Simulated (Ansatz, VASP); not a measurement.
## NbCd3 in VASP and in Ansatz

INCAR

```
PREC = Accurate
ENCUT = 520
EDIFF = 1E-8
ISMEAR = -1
SIGMA = 0.08
LREAL = F
LASPH = T
NELM = 80
ALGO = Normal
ISIF = 2
LWAVE = F
LCHARG = F
GGA = CA
LEFG = T
NBANDS = 32
```

Contents of KPOINTS:

```
regular mesh
0
Gamma
  9 9 9
```

Contents of POSCAR:

```
NbCd3
1.0
    4.2150000000      0.0000000000      0.0000000000
    0.0000000000      4.2150000000      0.0000000000
    0.0000000000      0.0000000000      4.2150000000
Nb Cd
1 3
Direct
    0.0000000000      0.0000000000      0.0000000000
    0.0000000000      0.5000000000      0.5000000000
    0.5000000000      0.0000000000      0.5000000000
    0.5000000000      0.5000000000      0.0000000000
```

Input for Ansatz:

```yaml
crystal:
  lattice:
    - [4.215, 0.0, 0.0]
    - [0.0, 4.215, 0.0]
    - [0.0, 0.0, 4.215]
  atoms:
    - { symbol: Nb, position: [0.0, 0.0, 0.0] }
    - { symbol: Cd, position: [0.0, 0.5, 0.5] }
    - { symbol: Cd, position: [0.5, 0.0, 0.5] }
    - { symbol: Cd, position: [0.5, 0.5, 0.0] }
kpoints:
  mp_grid: { grid: [9, 9, 9] }
  band_path:
    path:
      - [0.0, 0.0, 0.0]
      - [0.0, 0.5, 0.0]
      - [0.5, 0.5, 0.0]
      - [0.0, 0.0, 0.0]
      - [0.5, 0.5, 0.5]
      - [0.0, 0.5, 0.0]
      - [0.5, 0.5, 0.5]
      - [0.5, 0.5, 0.0]
    npoints: 8
scf:
  occupations: { method: fermi_dirac, width: 0.08 }
hamiltonian:
  xc: lda
  pseudopotentials: { kind: all_electron, datasets: crystal }
output:
  forces: true
  stress: true
  eigenvalues: true
  efg: { contact_densities: true }
```

Alike in both runs: task electric field gradients; functional LDA; k mesh 9 × 9 × 9; occupations fermi-dirac, width 0.08 eV; no spin polarisation.

|  | VASP | Ansatz |
| --- | --- | --- |
| version | VASP 6.6.1 | Ansatz 0.2.0 |
| potentials or method | VASP PAW LDA potentials, release 64 (Nb_sv, Cd), cutoff 520 eV | all-electron PAW with datasets made for the crystal, scalar-relativistic |

|  | VASP | Ansatz | Ansatz less VASP |
| --- | --- | --- | --- |
| pressure (GPa) | -1.7 | -2.5 | -0.84 |
| size of Vzz on the site where it differs most (V/Å²) | 112.8 | 117.1 | +4.35 |

LDA's correlation is that of Perdew and Zunger in VASP and of Perdew and Wang (1992) in Ansatz. Ansatz ran all-electron here, and VASP with PAW potentials.
